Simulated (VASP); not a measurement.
# GaSb3 (Imm2) in VASP: single point with r2SCAN

Aim: the single point of GaSb3 with r2SCAN.

Everything below comes from runs of VASP 6.6.1. Logs are shortened: lines on timing, memory, paths and dates and some standing lists are left out, and cuts for length are marked.

**1. The cell of the first run**

The structure is orthorhombic, space group Imm2 (No. 44). The conventional cell has a = 5.276 Å, b = 7.461 Å, c = 5.276 Å, α = 90.00°, β = 90.00°, γ = 90.00°. Ga (site symmetry mm2) has 14 Sb at 3.21 to 3.75 Å within 4.2 Å. Sb (site symmetry m) has 4 Ga at 3.21 to 3.25 Å and 10 Sb at 3.23 to 3.73 Å within 4.2 Å. Within 4.3 Å of Sb (site symmetry mm2) lie 8 Sb at 3.23 Å and 6 Ga at 3.71 to 3.75 Å.

**2. Single point, r2SCAN**

POSCAR reads:

```
GaSb3
1.0
    0.0000000000      3.7305950000      3.7305950000
    3.7305950000      0.0000000000      3.7305950000
    3.7305950000      3.7305950000      0.0000000000
Ga Sb
1 3
Direct
    0.0000000000      0.0050000000      0.0000000000
    0.2500000000      0.2500000000      0.2500000000
    0.7500000000      0.7500000000      0.7500000000
    0.5000000000      0.5000000000      0.5000000000
```

INCAR.step1 reads:

```
ALGO = Normal
EDIFF = 1E-4
ENCUT = 520
GGA = PE
ISMEAR = 0
LASPH = T
LCHARG = F
LREAL = F
LWAVE = T
NBANDS = 22
NELM = 100
PREC = Accurate
SIGMA = 0.01
```

INCAR.step2 reads:

```
ALGO = Normal
EDIFF = 1E-6
ENCUT = 520
ISIF = 2
ISMEAR = 0
ISTART = 1
LASPH = T
LCHARG = F
LMIXTAU = T
LREAL = F
LWAVE = F
METAGGA = R2SCAN
NBANDS = 22
NELM = 100
PREC = Accurate
SIGMA = 0.01
```

KPOINTS reads:

```
k-points
0
Gamma
  4 4 4
```

Potentials or basis: VASP PAW PBE potentials, release 64 (Ga_d, Sb).

On the command line:

```
> cat potpaw_PBE.64/Ga_d/POTCAR potpaw_PBE.64/Sb/POTCAR > POTCAR
> cp INCAR.step1 INCAR
> mpirun -np 1 vasp_std > vasp.out
> cp INCAR.step2 INCAR
> mpirun -np 1 vasp_std > vasp.out
```

OUTCAR:

```text
EDIFF = 1E-6
   ENCUT = 520
   ISIF = 2
   ISMEAR = 0
   ISTART = 1
   LASPH = T
   LREAL = F
   METAGGA = R2SCAN
   NELM = 100
   PREC = Accurate

 ion  position               nearest neighbor table
   1  0.000  0.005  0.000-   3 3.21   2 3.21   3 3.23   3 3.23   2 3.23   2 3.23   2 3.25   3 3.25

   2  0.250  0.250  0.250-   1 3.21   4 3.23   4 3.23   4 3.23   4 3.23   1 3.23   1 3.23   1 3.25
                             3 3.73   3 3.73   3 3.73   3 3.73   3 3.73   3 3.73
   3  0.750  0.750  0.750-   1 3.21   4 3.23   4 3.23   4 3.23   4 3.23   1 3.23   1 3.23   1 3.25
                             2 3.73   2 3.73   2 3.73   2 3.73   2 3.73   2 3.73
   4  0.500  0.500  0.500-   2 3.23   2 3.23   2 3.23   2 3.23   3 3.23   3 3.23   3 3.23   3 3.23

  LATTYP: Found a face centered cubic cell.
 ALAT       =     7.4611900000

  Lattice vectors:

 A1 = (   0.0000000000,   3.7305950000,   3.7305950000)
 A2 = (   3.7305950000,   0.0000000000,   3.7305950000)
 A3 = (   3.7305950000,   3.7305950000,   0.0000000000)

Analysis of symmetry for initial positions (statically):
=====================================================================
 Subroutine PRICEL returns:
 Original cell was already a primitive cell.

 Routine SETGRP: Setting up the symmetry group for a
 face centered cubic supercell.

 Subroutine GETGRP returns: Found  4 space group operations
 (whereof  4 operations were pure point group operations)
 out of a pool of 48 trial point group operations.

The static configuration has the point symmetry C_2v.

Analysis of symmetry for dynamics (positions and initial velocities):
=====================================================================
 Subroutine PRICEL returns:
 Original cell was already a primitive cell.

 Routine SETGRP: Setting up the symmetry group for a
 face centered cubic supercell.

 Subroutine GETGRP returns: Found  4 space group operations
 (whereof  4 operations were pure point group operations)
 out of a pool of 48 trial point group operations.

The dynamic configuration has the point symmetry C_2v.

 Subroutine INISYM returns: Found  4 space group operations
 (whereof  4 operations are pure point group operations),
 and found     1 'primitive' translations

----------------------------------------------------------------------------------------
[... 87 lines left out ...]
   LASPH  =      T    aspherical Exc in radial PAW
   ENCUT  =  520.0 eV  38.22 Ry    6.18 a.u.   9.81  9.81  9.81*2*pi/ulx,y,z
   NELM   =    100;   NELMIN=  2; NELMDL=  0     # of ELM steps
   EDIFF  = 0.1E-05   stopping-criterion for ELM
   LREAL  =      F    real-space projection
   EDIFFG = 0.1E-04   stopping-criterion for IOM
   NSW    =      0    number of steps for IOM
   IBRION =     -1    ionic relax: 0-MD 1-quasi-New 2-CG
   NFREE  =      0    steps in history (QN), initial steepest desc. (CG)
   ISIF   =      2    stress and relaxation
   ISYM   =      2    0-nonsym 1-usesym 2-fastsym
   POTIM  = 0.5000    time-step for ionic-motion
   TEBEG  =    0.0;   TEEND  =   0.0 temperature during run
   PSTRESS=    0.0 pullay stress
   NELECT =      28.0000    total number of electrons
   NUPDOWN=      -1.0000    fix difference up-down
   EMIN   =  10.00;   EMAX   =-10.00  energy-range for DOS
   EFERMI =   0.00;   METHOD = LEGACY
   ISMEAR =     0;   SIGMA  =   0.01  broadening in eV -4-tet -1-fermi 0-gaus
   EFERMI_NEDOS =   21; number of points for ismear=-14 and -15
   IALGO  =     38    algorithm
   IMIX   =      4    mixing-type and parameters
     AMIX     =   0.40;   BMIX     =  1.00
     AMIX_MAG =   1.60;   BMIX_MAG =  1.00
  volume/ion in A,a.u.               =      25.96       175.19
  Fermi-wavevector in a.u.,A,eV,Ry     =   1.057644  1.998657 15.219617  1.118610
  Thomas-Fermi vector in A             =   2.192924
   LORBIT       =      0    0 simple, 1 ext, 2 COOP (PROOUT), +10 PAW based schemes
   METAGGA = R2SCAN    functional components
   LHFCALC =     F    Hartree Fock is set to
   AEXX    =    0.0000 exact exchange contribution
   IVDW    =     0    specifies the selected vdW correction
   LEPSILON=     F    determine dielectric tensor
   LRPA    =     F    only Hartree local field effects (RPA)
 non-spin polarized calculation
 Gauss-broadening in eV      SIGMA  =   0.01
  energy-cutoff  :      520.00
  volume of cell :      103.84
 maximum number of plane-waves:      2826
   NGX = 19   NGY = 19   NGZ = 19

 number of electron      28.0000002 magnetization

 Free energy of the ion-electron system (eV)
  ---------------------------------------------------
  ext. energy  EPLUGINS =         0.00000000
  ---------------------------------------------------
  free energy    TOTEN  =       -86.93245428 eV

  energy without entropy =      -86.93121706  energy(sigma->0) =      -86.93183567

 E-fermi :   7.4102     XC(G=0): -10.8426

 val. band max:        7.4067076418   @ k =  -0.2500   0.2500   0.0000
 cond. band min:       7.4236887423   @ k =   0.5000   0.2500   0.5000
 fundamental gap:      0.0169811005
 Fermi energy:         7.4101941598

 k-point     1 :       0.0000    0.0000    0.0000
  band No.  band energies     occupation
      1      -7.9902      2.00000
      2      -7.9900      2.00000
      3      -7.9897      2.00000
      4      -7.9752      2.00000
      5      -7.9749      2.00000
      6      -5.6723      2.00000
[... 439 lines left out ...]
     21      11.7773      0.00000
     22      16.0541      0.00000

------------------------ aborting loop because EDIFF is reached ----------------------------------------

  FORCE on cell =-STRESS in cart. coord.  units (eV):
  Direction    XX          YY          ZZ          XY          YZ          ZX
  --------------------------------------------------------------------------------------
  -------------------------------------------------------------------------------------
  Total       -2.2297022     -2.1706895     -2.2297022     -0.0000000      0.0000000      0.0043862
  in kB      -34.4027486    -33.4922235    -34.4027486     -0.0000000      0.0000000      0.0676755
  external PRESSURE =     -34.0992402 kB  Pullay stress =       0.0000000 kB

 VOLUME and BASIS-vectors are now :
 -----------------------------------------------------------------------------
  energy-cutoff  :      520.00
  volume of cell :      103.84
      direct lattice vectors                 reciprocal lattice vectors
     0.000000000  3.730595000  3.730595000    -0.134026878  0.134026878  0.134026878
     3.730595000  0.000000000  3.730595000     0.134026878 -0.134026878  0.134026878
     3.730595000  3.730595000  0.000000000     0.134026878  0.134026878 -0.134026878

 POSITION                                       TOTAL-FORCE (eV/Angst)
 -----------------------------------------------------------------------------------
      0.01865      0.00000      0.01865        -0.015316     -0.000000     -0.015316
      1.86530      1.86530      1.86530         0.010929     -0.000653      0.010929
      5.59589      5.59589      5.59589         0.010929      0.000653      0.010929
      3.73060      3.73060      3.73060        -0.006542     -0.000000     -0.006542
 -----------------------------------------------------------------------------------
    total drift:                               -0.002966     -0.000001     -0.002966

  FREE ENERGIE OF THE ION-ELECTRON SYSTEM (eV)
  ---------------------------------------------------
  free  energy   TOTEN  =       -86.9324542822 eV

  energy  without entropy=      -86.9312170588  energy(sigma->0) =      -86.93183567
```

Wall time 1.8 min (1 thread of Intel Xeon Platinum 8488C (Sapphire Rapids), shared host); peak memory 0.26 GiB.

What came out:

```yaml
Free_energy: -86.9325 eV
Pressure: -3.4 GPa
Largest_force: 0.022 eV/Å
Band_gap_on_the_k_mesh: zero (bands 14 and 15 overlap by 3.94 eV)
```

Forces on the atoms (eV/Å):
```
Ga  -0.015  0.000 -0.015
Sb   0.011 -0.001  0.011
Sb   0.011  0.001  0.011
Sb  -0.007  0.000 -0.007
```

Levels at points of the mesh, in eV from the Fermi level:
```tsv
k point	band 13	band 14	band 15	band 16	band 17	band 18
(0.00, 0.00, 0.00)	-2.58	-2.58	-2.57	-0.79	-0.79	-0.78
(0.50, 0.00, 0.00)	-2.77	-0.41	-0.03	2.16	2.16	3.15
(0.00, 0.50, 0.00)	-2.78	-0.41	-0.03	2.16	2.16	3.15
(0.50, 0.50, 0.00)	0.98	0.98	1.10	1.91	1.91	2.01
(0.50, 0.00, 0.50)	0.98	0.98	1.10	1.91	1.91	2.01
```

Caveat: the k points lie up to 0.36 Å⁻¹ apart, too coarse for converged energies and pressures of a metal; the PAW data sets were made with another functional, which shifts forces and pressure a little; spin-orbit coupling is left out, which moves the levels of the heavy elements.
